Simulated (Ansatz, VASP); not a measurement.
## Ag in VASP and in Ansatz

File INCAR:

```
SYSTEM = Ag
ALGO = Normal
EDIFF = 1E-6
ENCUT = 520
GGA = PS
ISIF = 2
ISMEAR = 1
LASPH = .TRUE.
LCHARG = .TRUE.
LELF = .TRUE.
LREAL = .FALSE.
LVHAR = .TRUE.
LWAVE = .FALSE.
NBANDS = 12
NELM = 80
PREC = Accurate
SIGMA = 0.1
```

Contents of KPOINTS:

```
k-points
0
G
  34 34 34
  0 0 0
```

Contents of POSCAR:

```
Ag
1.0
    0.0000000000      2.0269701380      2.0269701380
    2.0269701380      0.0000000000      2.0269701380
    2.0269701380      2.0269701380      0.0000000000
Ag
1
Direct
    0.0000000000      0.0000000000      0.0000000000
```

Input for Ansatz:

```yaml
crystal:
  lattice:
    - [0.0, 2.026970138, 2.026970138]
    - [2.026970138, 0.0, 2.026970138]
    - [2.026970138, 2.026970138, 0.0]
  atoms:
    - { symbol: Ag, position: [0.0, 0.0, 0.0] }
kpoints:
  mp_grid: { grid: [34, 34, 34] }
scf:
  occupations: { method: cold, width: 0.1 }
hamiltonian:
  xc: pbesol
  pseudopotentials: { kind: paw, azcp: { folder: soft_1 } }
output:
  forces: true
  stress: true
  populations: false
```

Alike in both runs: task single point; functional PBEsol; k mesh 34 × 34 × 34; no spin polarisation.

```csv
,VASP,Ansatz
version,VASP 6.6.1,Ansatz 0.2.0
potentials or method,"VASP PAW PBE potentials, release 64 (Ag)","plane-wave PAW, scalar-relativistic"
plane-wave cutoff (eV),520,420
occupations,"methfessel-paxton of order 1, width 0.1 eV","cold, width 0.1 eV"
valence electrons in the cell,11,19
```

```csv
,VASP,Ansatz,Ansatz less VASP
pressure (GPa),-0.3,0.0,+0.26
```

VASP's potentials were made for PBE, not for PBEsol, and Ansatz warns of the same on its side. VASP's potentials hold 11 valence electrons a cell and Ansatz's 19, so a difference there can come from the potentials and not from the codes.
